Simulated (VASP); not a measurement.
Here is a VASP 6.6.1 calculation.

The input INCAR:

```
PREC = Accurate
ENCUT = 600
EDIFF = 1E-6
ISMEAR = 0
SIGMA = 0.1
LREAL = False
LASPH = True
NELM = 120
ALGO = Normal
ISIF = 2
LWAVE = False
LCHARG = False
GGA = PE
NBANDS = 16
GGA_COMPAT = False
```

Contents of KPOINTS:

```
regular mesh
0
Gamma
  6 6 6
```

File POSCAR:

```
WC
1.0
    2.9260641946      0.0000000000      0.0000000000
   -1.4630320973      2.5340459256      0.0000000000
    0.0000000000      0.0000000000      2.8416869016
W C
1 1
Direct
    0.0000000000      0.0000000000      0.0000000000
    0.6666666667      0.3333333333      0.5000000000
```

Potentials or basis: VASP PAW PBE potentials, release 64 (W_sv, C).

The run is started by

```console
$ cat potpaw_PBE.64/W_sv/POTCAR potpaw_PBE.64/C/POTCAR > POTCAR
$ mpirun -np 1 vasp_std > vasp.out
```

Problem. Estimate the band gap on the k mesh.

Solution. Zero (bands 9 and 10 overlap by 1.22 eV).

Problem. What does it give for the pressure?

Solution. 0.8 GPa.

Stress tensor (GPa, compression positive):
```
0.66 0.00 0.00
0.00 0.66 0.00
0.00 0.00 1.10
```

Caveat: the k points lie up to 0.41 Å⁻¹ apart, too coarse for converged energies and pressures of a metal; spin-orbit coupling is left out, which moves the levels of the heavy elements.
